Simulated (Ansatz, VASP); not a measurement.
# Two plane-wave programs on CsPbCl3

```
CELL_PARAMETERS angstrom
5.74025 0.00000 0.00000
0.00000 5.74025 0.00000
0.00000 0.00000 5.74025
ATOMIC_POSITIONS crystal
Cs 0.00000 0.00000 0.00000
Pb 0.50000 0.50000 0.50000
Cl 0.50000 0.50000 0.00000
Cl 0.00000 0.50000 0.50000
Cl 0.50000 0.00000 0.50000
```

Alike in both runs: functional PBE; k mesh 4 × 4 × 4; no spin polarisation.

Ansatz relaxed the structure, and its values are those at the end. VASP's run is a single point on that final structure, the one shown.

|  | VASP | Ansatz |
| --- | --- | --- |
| version | VASP 6.6.1 | Ansatz 0.2.0 |
| potentials or method | VASP PAW PBE potentials, release 64 (Cs_sv, Pb_d, Cl), cutoff 520 eV | plane waves, PAW |
| occupations | gaussian, width 0.01 eV | fixed |
| valence electrons in the cell | 44 | 44 |

```tsv
	VASP	Ansatz	Ansatz less VASP
pressure (GPa)	0.0	0.0	+0.05
```

Neither program's run includes spin-orbit coupling.
